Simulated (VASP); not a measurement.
The system is Cs2Au.

```
CELL_PARAMETERS angstrom
-2.20678 2.20678 5.41351
2.20678 -2.20678 5.41351
2.20678 2.20678 -5.41351
ATOMIC_POSITIONS crystal
Cs 0.66500 0.66500 0.00000
Cs 0.33500 0.33500 0.00000
Au 0.00000 0.00000 0.00000
```

| Item | Value |
| --- | --- |
| Program | VASP 6.6.1 |
| Task | relaxation of cell and atoms |
| Functional | PBE |
| Potentials or basis | VASP PAW PBE potentials, release 64 (Cs_sv, Au) |
| Cutoff | 600 eV |
| k mesh | 6 × 6 × 6 |
| Occupations | gaussian, width 0.1 eV |
| Spin | no spin polarisation |

At the start: pressure 5.3 GPa; volume 35.15 Å³/atom.

Where does the relaxation end?

Over 29 steps the energy falls by 330.8 meV/atom and the volume is 61.50 Å³/atom (+75.0 %); space group I4/mmm (No. 139, to 0.1 Å) before and after.

Step by step:
| step | energy change (eV) | largest force (eV/Å) | pressure (GPa) | volume (Å³) |
| --- | --- | --- | --- | --- |
| 1 | 0.0000 | 0.4813 | 5.31 | 105.45 |
| 2 | -0.4348 | 0.4648 | 2.10 | 124.26 |
| 3 | -0.5981 | 0.3829 | 0.42 | 144.00 |
| 4 | -0.6152 | 0.3551 | 0.01 | 152.11 |
| 5 | -0.6166 | 0.3461 | -0.10 | 154.94 |
| 6 | -0.6315 | 0.2727 | -0.08 | 154.69 |
| 7 | -0.6465 | 0.0365 | 0.01 | 153.97 |
| 8 | -0.6469 | 0.0743 | -0.01 | 154.07 |
| 9 | -0.6554 | 0.0711 | 0.01 | 153.87 |
| 10 | -0.6811 | 0.0571 | 0.09 | 153.14 |
| 11 | -0.7325 | 0.0049 | 0.41 | 151.11 |
| 12 | -0.7695 | 0.3023 | 1.71 | 144.93 |
| 13 | -0.7710 | 0.3031 | 1.72 | 145.02 |
| 14 | -0.7753 | 0.3064 | 1.73 | 145.26 |
| 15 | -0.7830 | 0.3148 | 1.78 | 145.72 |
| 16 | -0.7946 | 0.3385 | 1.86 | 146.58 |
| 17 | -0.7985 | 0.4138 | 2.06 | 148.01 |
| 18 | -0.8181 | 0.3883 | 1.93 | 149.61 |
| 19 | -0.8690 | 0.3196 | 1.57 | 154.45 |
| 20 | -0.9383 | 0.2126 | 0.96 | 164.29 |
| 21 | -0.9604 | 0.0478 | 0.00 | 184.64 |
| 22 | -0.9698 | 0.1095 | 0.36 | 176.63 |
| 23 | -0.9699 | 0.1037 | 0.32 | 177.43 |
| 24 | -0.9746 | 0.1012 | 0.30 | 177.88 |
| 25 | -0.9845 | 0.0947 | 0.22 | 179.20 |
| 26 | -0.9880 | 0.0875 | 0.08 | 181.64 |
| 27 | -0.9892 | 0.0896 | 0.12 | 180.91 |
| 28 | -0.9911 | 0.0677 | 0.06 | 182.24 |
| 29 | -0.9924 | 0.0322 | -0.04 | 184.50 |

Final structure:
```
Cs Au
1.0
    -2.27842    2.27842    8.88525
     2.27842   -2.27842    8.88525
     2.27842    2.27842   -8.88525
Cs Au
2 1
Direct
  0.61418 0.61418 0.00000
  0.38582 0.38582 0.00000
  0.00000 0.00000 0.00000
```

Caveat: the volume moved by over 15 % at a fixed basis, so the end points are rough.
